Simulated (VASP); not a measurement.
# K3Cd (Fm-3m) in VASP: single point with LDA

Aim: the single point of K3Cd with LDA.

Program: VASP 6.6.1. These are calculated values, not measurements. Logs are shortened: lines on timing, memory, paths and dates and some standing lists are left out, and cuts for length are marked.

## (1) The cell of the first run

Symmetry: Fm-3m, No. 225, cubic system. Conventional cell: a = 9.221 Å, b = 9.221 Å, c = 9.221 Å, α = 90.00°, β = 90.00°, γ = 90.00°. K (site symmetry -43m) has 10 K at 3.99 to 4.61 Å and 4 Cd at 3.99 Å within 5.2 Å. Within 5.2 Å of K (site symmetry m-3m) lie 8 K at 3.99 Å and 6 Cd at 4.61 Å. Within 5.2 Å of Cd (site symmetry m-3m) lie 14 K at 3.99 to 4.61 Å.

## (2) Single point, LDA

Input file INCAR:

```
  ALGO = Normal
  EDIFF = 1E-6
  ENCUT = 520
  GGA = CA
  ISIF = 2
  ISMEAR = 1
  LASPH = True
  LCHARG = False
  LREAL = False
  LWAVE = False
  NBANDS = 28
  NELM = 60
  PREC = Accurate
  SIGMA = 0.1
```

Input file KPOINTS:

```
k-points
0
Gamma
  5 5 5
```

Input file POSCAR:

```
K3Cd
1.0
    0.0000000000      4.6103400000      4.6103400000
    4.6103400000      0.0000000000      4.6103400000
    4.6103400000      4.6103400000      0.0000000000
K Cd
3 1
Direct
    0.2500000000      0.2500000000      0.2500000000
    0.7500000000      0.7500000000      0.7500000000
    0.5000000000      0.5000000000      0.5000000000
    0.0000000000      0.0000000000      0.0000000000
```

Potentials or basis: VASP PAW LDA potentials, release 64 (K_sv, Cd).

Launch:

```console
> cat potpaw_LDA.64/K_sv/POTCAR potpaw_LDA.64/Cd/POTCAR > POTCAR
> mpirun -np 1 vasp_std > vasp.out
```

OUTCAR:

```text
EDIFF = 1E-6
   ENCUT = 520
   GGA = CA
   ISIF = 2
   ISMEAR = 1
   LASPH = True
   LREAL = False
   NELM = 60
   PREC = Accurate

 ion  position               nearest neighbor table
   1  0.250  0.250  0.250-
   2  0.750  0.750  0.750-
   3  0.500  0.500  0.500-
   4  0.000  0.000  0.000-

  LATTYP: Found a face centered cubic cell.
 ALAT       =     9.2206800000

  Lattice vectors:

 A1 = (   0.0000000000,   4.6103400000,   4.6103400000)
 A2 = (   4.6103400000,   0.0000000000,   4.6103400000)
 A3 = (   4.6103400000,   4.6103400000,   0.0000000000)

Analysis of symmetry for initial positions (statically):
=====================================================================
 Subroutine PRICEL returns:
 Original cell was already a primitive cell.

 Routine SETGRP: Setting up the symmetry group for a
 face centered cubic supercell.

 Subroutine GETGRP returns: Found 48 space group operations
 (whereof 48 operations were pure point group operations)
 out of a pool of 48 trial point group operations.

The static configuration has the point symmetry O_h .

Analysis of symmetry for dynamics (positions and initial velocities):
=====================================================================
 Subroutine PRICEL returns:
 Original cell was already a primitive cell.

 Routine SETGRP: Setting up the symmetry group for a
 face centered cubic supercell.

 Subroutine GETGRP returns: Found 48 space group operations
 (whereof 48 operations were pure point group operations)
 out of a pool of 48 trial point group operations.

The dynamic configuration has the point symmetry O_h .

 Subroutine INISYM returns: Found 48 space group operations
 (whereof 48 operations are pure point group operations),
 and found     1 'primitive' translations

----------------------------------------------------------------------------------------

                                     Primitive cell

  volume of cell :     195.9877

  direct lattice vectors                    reciprocal lattice vectors
[... 67 lines left out ...]
   PREC   = accura    normal or accurate (medium, high low for compatibility)
   ISTART =      0    job   : 0-new  1-cont  2-samecut
   ICHARG =      2    charge: 1-file 2-atom 10-const
   ISPIN  =      1    spin polarized calculation?
   LNONCOLLINEAR =      F non collinear calculations
   LSORBIT =      F    spin-orbit coupling
   LASPH  =      T    aspherical Exc in radial PAW
   ENCUT  =  520.0 eV  38.22 Ry    6.18 a.u.  12.12 12.12 12.12*2*pi/ulx,y,z
   NELM   =     60;   NELMIN=  2; NELMDL= -5     # of ELM steps
   EDIFF  = 0.1E-05   stopping-criterion for ELM
   LREAL  =      F    real-space projection
   EDIFFG = 0.1E-04   stopping-criterion for IOM
   NSW    =      0    number of steps for IOM
   IBRION =     -1    ionic relax: 0-MD 1-quasi-New 2-CG
   NFREE  =      0    steps in history (QN), initial steepest desc. (CG)
   ISIF   =      2    stress and relaxation
   ISYM   =      2    0-nonsym 1-usesym 2-fastsym
   POTIM  = 0.5000    time-step for ionic-motion
   TEBEG  =    0.0;   TEEND  =   0.0 temperature during run
   PSTRESS=    0.0 pullay stress
   NELECT =      39.0000    total number of electrons
   NUPDOWN=      -1.0000    fix difference up-down
   EMIN   =  10.00;   EMAX   =-10.00  energy-range for DOS
   EFERMI =   0.00;   METHOD = LEGACY
   ISMEAR =     1;   SIGMA  =   0.10  broadening in eV -4-tet -1-fermi 0-gaus
   EFERMI_NEDOS =   21; number of points for ismear=-14 and -15
   IALGO  =     38    algorithm
   IMIX   =      4    mixing-type and parameters
     AMIX     =   0.40;   BMIX     =  1.00
     AMIX_MAG =   1.60;   BMIX_MAG =  1.00
  volume/ion in A,a.u.               =      49.00       330.65
  Fermi-wavevector in a.u.,A,eV,Ry     =   0.955770  1.806143 12.428873  0.913496
  Thomas-Fermi vector in A             =   2.084638
   LORBIT       =      0    0 simple, 1 ext, 2 COOP (PROOUT), +10 PAW based schemes
   GGA     = CA    functional components
   LHFCALC =     F    Hartree Fock is set to
   AEXX    =    0.0000 exact exchange contribution
   IVDW    =     0    specifies the selected vdW correction
   LEPSILON=     F    determine dielectric tensor
   LRPA    =     F    only Hartree local field effects (RPA)
 non-spin polarized calculation
 Methfessel and Paxton  Order N= 1 SIGMA  =   0.10
  energy-cutoff  :      520.00
  volume of cell :      195.99
 maximum number of plane-waves:      5296
   NGX = 25   NGY = 25   NGZ = 25

 number of electron      39.0000007 magnetization

 Free energy of the ion-electron system (eV)
  ---------------------------------------------------
  ext. energy  EPLUGINS =         0.00000000
  ---------------------------------------------------
  free energy    TOTEN  =        -4.72211393 eV

  energy without entropy =       -4.72392680  energy(sigma->0) =       -4.72271822

 E-fermi :   0.3469     XC(G=0):  -7.1383

 val. band max:        0.2185360902   @ k =  -0.4000   0.2000   0.0000
 cond. band min:       0.3969045985   @ k =  -0.4000   0.4000   0.2000
 fundamental gap:      0.1783685083
 Fermi energy:         0.3468961311

 k-point     1 :       0.0000    0.0000    0.0000
  band No.  band energies     occupation
      1     -31.5430      2.00000
      2     -31.1416      2.00000
      3     -31.1367      2.00000
      4     -15.2792      2.00000
      5     -15.2792      2.00000
      6     -15.2792      2.00000
[... 299 lines left out ...]
     27       3.7747      0.00000
     28       4.1294      0.00000

------------------------ aborting loop because EDIFF is reached ----------------------------------------

  FORCE on cell =-STRESS in cart. coord.  units (eV):
  Direction    XX          YY          ZZ          XY          YZ          ZX
  --------------------------------------------------------------------------------------
  -------------------------------------------------------------------------------------
  Total       -0.9908266     -0.9908266     -0.9908266      0.0000000      0.0000000     -0.0000000
  in kB       -8.0998948     -8.0998948     -8.0998948      0.0000000      0.0000000     -0.0000000
  external PRESSURE =      -8.0998948 kB  Pullay stress =       0.0000000 kB

 VOLUME and BASIS-vectors are now :
 -----------------------------------------------------------------------------
  energy-cutoff  :      520.00
  volume of cell :      195.99
      direct lattice vectors                 reciprocal lattice vectors
     0.000000000  4.610340000  4.610340000    -0.108451871  0.108451871  0.108451871
     4.610340000  0.000000000  4.610340000     0.108451871 -0.108451871  0.108451871
     4.610340000  4.610340000  0.000000000     0.108451871  0.108451871 -0.108451871

 POSITION                                       TOTAL-FORCE (eV/Angst)
 -----------------------------------------------------------------------------------
      2.30517      2.30517      2.30517         0.000000      0.000000      0.000000
      6.91551      6.91551      6.91551        -0.000000     -0.000000     -0.000000
      4.61034      4.61034      4.61034         0.000000     -0.000000     -0.000000
      0.00000      0.00000      0.00000         0.000000     -0.000000     -0.000000
 -----------------------------------------------------------------------------------
    total drift:                               -0.000000     -0.000000     -0.000000

  FREE ENERGIE OF THE ION-ELECTRON SYSTEM (eV)
  ---------------------------------------------------
  free  energy   TOTEN  =        -4.7221139349 eV

  energy  without entropy=       -4.7239267965  energy(sigma->0) =       -4.72271822
```

stdout:

```text
POSCAR found type information on POSCAR K Cd
 POSCAR found :  2 types and       4 ions
 scaLAPACK will be used
 LDA part: xc-table for (Slater(with rela. corr.)+CA(PZ))
 , standard interpolation
 POSCAR, INCAR and KPOINTS ok, starting setup
 FFT: planning ... GRIDC
 FFT: planning ... GRID_SOFT
 FFT: planning ... GRID
 WAVECAR not read
 entering main loop
```

It took 54 s on 1 thread of Intel Xeon Platinum 8175M at 2.50GHz (Skylake/Cascade Lake), shared host; peak memory 0.27 GiB.

What came out:

```
Free energy            : -4.7221 eV
Pressure               : -0.8 GPa
Band gap on the k mesh : zero (an odd number of electrons rules out a gap without spin polarisation)
```

Levels at points of the mesh, in eV from the Fermi level:
```tsv
k point	band 15	band 16	band 17	band 18	band 19	band 20	band 21	band 22	band 23	band 24
(0.00, 0.00, 0.00)	-8.57	-8.56	-8.56	-3.99	0.72	0.83	0.83	0.83	2.07	2.07
```

The gap in the log of VASP goes by the Fermi energy; the results here count the filled bands.